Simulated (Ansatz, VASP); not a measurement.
Two plane-wave programs on As

```
CELL_PARAMETERS angstrom
4.56640 0.00000 0.00000
-2.28320 3.95462 0.00000
0.00000 0.00000 2.83374
ATOMIC_POSITIONS crystal
As 0.33333 0.66667 0.00000
As 0.66667 0.33333 0.00000
```

Alike in both runs: functional PBE0; k mesh 4 × 4 × 5; occupations fermi-dirac, width 0.05 eV; no spin polarisation.

|  | VASP | Ansatz |
| --- | --- | --- |
| version | VASP 6.6.1 | Ansatz 0.2.0 |
| potentials or method | VASP PAW PBE potentials, release 64 (As) | Ansatz PAW |
| plane-wave cutoff (eV) | 520 | 420 |
| valence electrons in the cell | 10 | 30 |
| task | single point | projected density of states |

|  | VASP | Ansatz | Ansatz less VASP |
| --- | --- | --- | --- |
| gap on the k mesh at the Fermi level (eV) | none | none | - |
| pressure (GPa) | -3.4 | -3.0 | +0.38 |
| traceless stress, the component that is largest in VASP (GPa) | 5.73 | 5.70 | -0.037 |
| rms of the force components (eV/Å) | 0.074 | 0.000 | -0.0736 |

Atom by atom the forces differ by 0.074 eV/Å (rms over components). A gap of «none» marks a metal or a gap that the smearing closes. With one functional, cell and mesh, what is left measures potentials, basis and numerics. VASP's potentials hold 10 valence electrons a cell and Ansatz's 30, so a difference there can come from the potentials and not from the codes.

The k mesh is coarse, so the values compare programs but aren't converged.
